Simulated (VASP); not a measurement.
Crystal: Re.

```
Re
1.0
     2.75000    0.00000    0.00000
    -1.37500    2.38157    0.00000
     0.00000    0.00000    4.49075
Re
2
Direct
  0.33333 0.66667 0.25000
  0.66667 0.33333 0.75000
```

| Item | Value |
| --- | --- |
| Program | VASP 6.6.1 |
| Task | relaxation of cell and atoms |
| Functional | PBE |
| Potentials or basis | VASP PAW PBE potentials, release 64 (Re) |
| Cutoff | 600 eV |
| k mesh | 10 × 10 × 6 |
| Occupations | fermi-dirac, width 0.05 eV |
| Spin | no spin polarisation |

At the start: pressure 5.7 GPa; volume 14.71 Å³/atom.

How do energy, volume and symmetry change on relaxing?

Over 8 steps the energy falls by 5.4 meV/atom and the volume is 14.92 Å³/atom (+1.5 %); space group P6_3/mmc (No. 194, to 0.1 Å) before and after.

Step by step:
```csv
step,energy change (eV),largest force (eV/Å),pressure (GPa),volume (Å³)
1,0.0000,0.0000,5.73,29.41
2,0.1107,0.0000,-19.37,31.70
3,-0.0099,0.0000,-0.64,29.91
4,-0.0099,0.0000,-0.66,29.90
5,-0.0075,0.0000,2.52,29.65
6,-0.0099,0.0000,-0.47,29.89
7,-0.0100,0.0000,0.70,29.80
8,-0.0109,0.0000,0.12,29.84
```

Final structure:
```yaml
crystal:
  lattice:
    - [2.77294, 0.00000, 0.00000]
    - [-1.38647, 2.40144, 0.00000]
    - [0.00000, 0.00000, 4.48163]
  atoms:
    - { symbol: Re, position: [0.33333, 0.66667, 0.25000] }
    - { symbol: Re, position: [0.66667, 0.33333, 0.75000] }
```
